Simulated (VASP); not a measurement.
# Zn2H (P6/mmm) in VASP: further runs

Runs on Zn2H. Level: PBE. Tasks: single point, relaxation of cell and atoms.

All numbers are computed with VASP 6.6.1; they aren't measurements. Logs are shortened: lines on timing, memory, paths and dates and some standing lists are left out, and cuts for length are marked.

## Step 1: The cell of the first run

The structure is hexagonal, space group P6/mmm (No. 191). The conventional cell has a = 4.343 Å, b = 4.343 Å, c = 2.588 Å, α = 90.00°, β = 90.00°, γ = 120.00°. Zn (site symmetry -6m2) has 5 Zn at 2.51 to 2.59 Å and 6 H at 2.82 Å within 3.3 Å. Within 3.4 Å of H (site symmetry 6/mmm) lie 2 H at 2.59 Å and 12 Zn at 2.82 Å.

## Step 2: Single point, PBE

File INCAR:

```
SYSTEM = Zn2H
  PREC = Accurate
  ENCUT = 520
  EDIFF = 1E-6
  ISMEAR = 0
  SIGMA = 0.1
  LREAL = .False.
  LASPH = .True.
  NELM = 80
  ALGO = Normal
  ISIF = 2
  LWAVE = .False.
  LCHARG = .False.
  GGA = PE
  NBANDS = 20
```

File KPOINTS:

```
regular mesh
0
Gamma
  12 12 18
  0 0 0
```

File POSCAR:

```
Zn2H
1.0
    4.3433798367      0.0000000000      0.0000000000
   -2.1716899183      3.7614772769      0.0000000000
    0.0000000000      0.0000000000      2.5884104844
Zn H
2 1
Direct
    0.3333333333      0.6666666667      0.5000000000
    0.6666666667      0.3333333333      0.5000000000
    0.0000000000      0.0000000000      0.0000000000
```

Potentials or basis: VASP PAW PBE potentials, release 64 (Zn, H).

Launch:

```
> cat potpaw_PBE.64/Zn/POTCAR potpaw_PBE.64/H/POTCAR > POTCAR
> mpirun -np 1 vasp_std > vasp.out
```

OUTCAR:

```text
SYSTEM = Zn2H
   PREC = Accurate
   ENCUT = 520
   EDIFF = 1E-6
   ISMEAR = 0
   LREAL = .False.
   LASPH = .True.
   NELM = 80
   ISIF = 2
   GGA = PE

 ion  position               nearest neighbor table
   1  0.333  0.667  0.500-   2 2.51   2 2.51   2 2.51
   2  0.667  0.333  0.500-   1 2.51   1 2.51   1 2.51
   3  0.000  0.000  0.000-

  LATTYP: Found a hexagonal cell.
 ALAT       =     4.3433798367
 C/A-ratio  =     0.5959438460

  Lattice vectors:

 A1 = (   4.3433798367,   0.0000000000,   0.0000000000)
 A2 = (  -2.1716899183,   3.7614772769,   0.0000000000)
 A3 = (   0.0000000000,   0.0000000000,   2.5884104844)

Analysis of symmetry for initial positions (statically):
=====================================================================
 Subroutine PRICEL returns:
 Original cell was already a primitive cell.

 Routine SETGRP: Setting up the symmetry group for a
 hexagonal supercell.

 Subroutine GETGRP returns: Found 24 space group operations
 (whereof 24 operations were pure point group operations)
 out of a pool of 24 trial point group operations.

The static configuration has the point symmetry D_6h.

Analysis of symmetry for dynamics (positions and initial velocities):
=====================================================================
 Subroutine PRICEL returns:
 Original cell was already a primitive cell.

 Routine SETGRP: Setting up the symmetry group for a
 hexagonal supercell.

 Subroutine GETGRP returns: Found 24 space group operations
 (whereof 24 operations were pure point group operations)
 out of a pool of 24 trial point group operations.

The dynamic configuration has the point symmetry D_6h.

 Subroutine INISYM returns: Found 24 space group operations
 (whereof 24 operations are pure point group operations),
 and found     1 'primitive' translations

----------------------------------------------------------------------------------------

                                     Primitive cell

  volume of cell :      42.2882

  direct lattice vectors                    reciprocal lattice vectors
     4.343379837  0.000000000  0.000000000     0.230235447  0.132926498  0.000000000
    -2.171689918  3.761477277  0.000000000     0.000000000  0.265852995  0.000000000
     0.000000000  0.000000000  2.588410484     0.000000000  0.000000000  0.386337486

  length of vectors
     4.343379837  4.343379837  2.588410484     0.265852995  0.265852995  0.386337486

[... 75 lines left out ...]
   ICHARG =      2    charge: 1-file 2-atom 10-const
   ISPIN  =      1    spin polarized calculation?
   LNONCOLLINEAR =      F non collinear calculations
   LSORBIT =      F    spin-orbit coupling
   LASPH  =      T    aspherical Exc in radial PAW
   ENCUT  =  520.0 eV  38.22 Ry    6.18 a.u.   8.08  8.08  4.81*2*pi/ulx,y,z
   NELM   =     80;   NELMIN=  2; NELMDL= -5     # of ELM steps
   EDIFF  = 0.1E-05   stopping-criterion for ELM
   LREAL  =      F    real-space projection
   EDIFFG = 0.1E-04   stopping-criterion for IOM
   NSW    =      0    number of steps for IOM
   IBRION =     -1    ionic relax: 0-MD 1-quasi-New 2-CG
   NFREE  =      0    steps in history (QN), initial steepest desc. (CG)
   ISIF   =      2    stress and relaxation
   ISYM   =      2    0-nonsym 1-usesym 2-fastsym
   POTIM  = 0.5000    time-step for ionic-motion
   TEBEG  =    0.0;   TEEND  =   0.0 temperature during run
   PSTRESS=    0.0 pullay stress
   NELECT =      25.0000    total number of electrons
   NUPDOWN=      -1.0000    fix difference up-down
   EMIN   =  10.00;   EMAX   =-10.00  energy-range for DOS
   EFERMI =   0.00;   METHOD = LEGACY
   ISMEAR =     0;   SIGMA  =   0.10  broadening in eV -4-tet -1-fermi 0-gaus
   EFERMI_NEDOS =   21; number of points for ismear=-14 and -15
   IALGO  =     38    algorithm
   IMIX   =      4    mixing-type and parameters
     AMIX     =   0.40;   BMIX     =  1.00
     AMIX_MAG =   1.60;   BMIX_MAG =  1.00
  volume/ion in A,a.u.               =      14.10        95.12
  Fermi-wavevector in a.u.,A,eV,Ry     =   1.373984  2.596453 25.685517  1.887832
  Thomas-Fermi vector in A             =   2.499452
   LORBIT       =      0    0 simple, 1 ext, 2 COOP (PROOUT), +10 PAW based schemes
   GGA     = PE    functional components
   LHFCALC =     F    Hartree Fock is set to
   AEXX    =    0.0000 exact exchange contribution
   IVDW    =     0    specifies the selected vdW correction
   LEPSILON=     F    determine dielectric tensor
   LRPA    =     F    only Hartree local field effects (RPA)
 non-spin polarized calculation
 Gauss-broadening in eV      SIGMA  =   0.10
  energy-cutoff  :      520.00
  volume of cell :       42.29
 maximum number of plane-waves:      1156
   NGX = 17   NGY = 17   NGZ =  9

 number of electron      24.9999970 magnetization

 Free energy of the ion-electron system (eV)
  ---------------------------------------------------
  ext. energy  EPLUGINS =         0.00000000
  ---------------------------------------------------
  free energy    TOTEN  =        -3.43306612 eV

  energy without entropy =       -3.42676709  energy(sigma->0) =       -3.42991661

 E-fermi :   1.1137     XC(G=0): -10.2849

 val. band max:        1.0923848186   @ k =   0.1667   0.0000   0.3889
 cond. band min:       1.1157605197   @ k =   0.4167   0.1667   0.3889
 fundamental gap:      0.0233757011
 Fermi energy:         1.1137308490

 k-point     1 :       0.0000    0.0000    0.0000
  band No.  band energies     occupation
      1      -7.7654      2.00000
      2      -6.7198      2.00000
      3      -6.4354      2.00000
      4      -6.2096      2.00000
      5      -6.2096      2.00000
      6      -6.0016      2.00000
[... 541 lines left out ...]
     19      16.2133      0.00000
     20      16.5534      0.00000

 [... further k-points ...]
[... 5 lines left out ...]
  --------------------------------------------------------------------------------------
  -------------------------------------------------------------------------------------
  Total        0.0414761      0.0414761      0.0301990      0.0000000     -0.0000000      0.0000000
  in kB        1.5714067      1.5714067      1.1441535      0.0000000     -0.0000000      0.0000000
  external PRESSURE =       1.4289890 kB  Pullay stress =       0.0000000 kB

 VOLUME and BASIS-vectors are now :
 -----------------------------------------------------------------------------
  energy-cutoff  :      520.00
  volume of cell :       42.29
      direct lattice vectors                 reciprocal lattice vectors
     4.343379837  0.000000000  0.000000000     0.230235447  0.132926498  0.000000000
    -2.171689918  3.761477277  0.000000000     0.000000000  0.265852995  0.000000000
     0.000000000  0.000000000  2.588410484     0.000000000  0.000000000  0.386337486

 POSITION                                       TOTAL-FORCE (eV/Angst)
 -----------------------------------------------------------------------------------
     -0.00000      2.50765      1.29421        -0.000000      0.000000      0.000000
      2.17169      1.25383      1.29421        -0.000000      0.000000     -0.000000
      0.00000      0.00000      0.00000         0.000000      0.000000      0.000000
 -----------------------------------------------------------------------------------
    total drift:                               -0.000000      0.000000     -0.000000

  FREE ENERGIE OF THE ION-ELECTRON SYSTEM (eV)
  ---------------------------------------------------
  free  energy   TOTEN  =        -3.4330661249 eV

  energy  without entropy=       -3.4267670947  energy(sigma->0) =       -3.42991661
```

stdout:

```text
POSCAR found type information on POSCAR ZnH
 POSCAR found :  2 types and       3 ions
 scaLAPACK will be used
 LDA part: xc-table for (Slater+PW92), standard interpolation
 POSCAR, INCAR and KPOINTS ok, starting setup
 FFT: planning ... GRIDC
 FFT: planning ... GRID_SOFT
 FFT: planning ... GRID
 WAVECAR not read
 entering main loop
```

Run time: 73 s. Hardware: 1 thread of Intel Xeon 6975P-C, shared host; peak memory 0.26 GiB.

What came out:

| Property | Result |
| --- | --- |
| Free energy | -3.4331 eV |
| Pressure | 0.1 GPa |

Levels at points of the mesh, in eV from the Fermi level:
```
           k point  band 9  band 10  band 11  band 12  band 13  band 14  band 15  band 16
(0.00, 0.00, 0.00)   -6.92    -6.63    -6.63     0.07     1.64     1.64     2.29     4.54
(0.50, 0.00, 0.00)   -6.68    -6.60    -5.83    -5.62    -0.64    -0.39     7.45    10.86
(0.00, 0.00, 0.50)   -6.96    -6.32    -3.45    -2.14     2.83     5.46     5.98     5.98
(0.50, 0.00, 0.50)   -6.50    -6.45    -0.88    -0.30    -0.29     0.38     2.81     4.15
```

## Step 3: Relaxation of cell and atoms, PBE

This run uses another cell than the first one, of 14.14 Å³/atom, 1.003 times its volume.

File INCAR:

```
SYSTEM = Zn2H
  ALGO = Normal
  EDIFF = 1E-6
  EDIFFG = -0.01
  ENCUT = 600
  GGA = PE
  IBRION = 2
  ISIF = 3
  ISMEAR = 0
  LASPH = .True.
  LCHARG = .False.
  LREAL = .False.
  LWAVE = .False.
  NELM = 100
  NSW = 100
  PREC = Accurate
  SIGMA = 0.1
```

File KPOINTS:

```
k-points
0
Gamma
  12 12 18
  0 0 0
```

File POSCAR:

```
Zn2H
1.0
    4.3452533276      0.0000000000      0.0000000000
   -2.1726266638      3.7630997676      0.0000000000
    0.0000000000      0.0000000000      2.5950358681
Zn H
2 1
Direct
    0.3333333333      0.6666666667      0.5000000000
    0.6666666667      0.3333333333      0.5000000000
    0.0000000000      0.0000000000      0.0000000000
```

Potentials or basis: VASP PAW PBE potentials, release 64 (Zn, H).

Launch:

```
> cat potpaw_PBE.64/Zn/POTCAR potpaw_PBE.64/H/POTCAR > POTCAR
> mpirun -np 1 vasp_std > vasp.out
```

Run time: 98 s. Hardware: 1 thread of Intel Xeon 6975P-C, shared host; peak memory 0.29 GiB.

Results (log left out):

* Free energy: -3.4330 eV
* Pressure after relaxing: 0.0 GPa

Final structure:
```
Zn H
1.0
     4.34525    0.00000    0.00000
    -2.17263    3.76310    0.00000
     0.00000    0.00000    2.59504
Zn H
2 1
Cartesian
  0.0000 2.5087 1.2975
  2.1726 1.2544 1.2975
  0.0000 0.0000 0.0000
```

Levels at points of the mesh, in eV from the Fermi level:
```tsv
k point	band 10	band 11	band 12	band 13	band 14	band 15
(0.00, 0.00, 0.00)	-6.63	-6.63	0.08	1.65	1.65	2.30
(0.50, 0.00, 0.00)	-6.60	-5.81	-5.61	-0.63	-0.38	7.45
(0.00, 0.00, 0.50)	-6.32	-3.44	-2.16	2.83	5.47	5.96
(0.50, 0.00, 0.50)	-6.44	-0.88	-0.33	-0.29	0.36	2.81
```

Caveat: the relaxation stopped at its first step, so nothing moved.
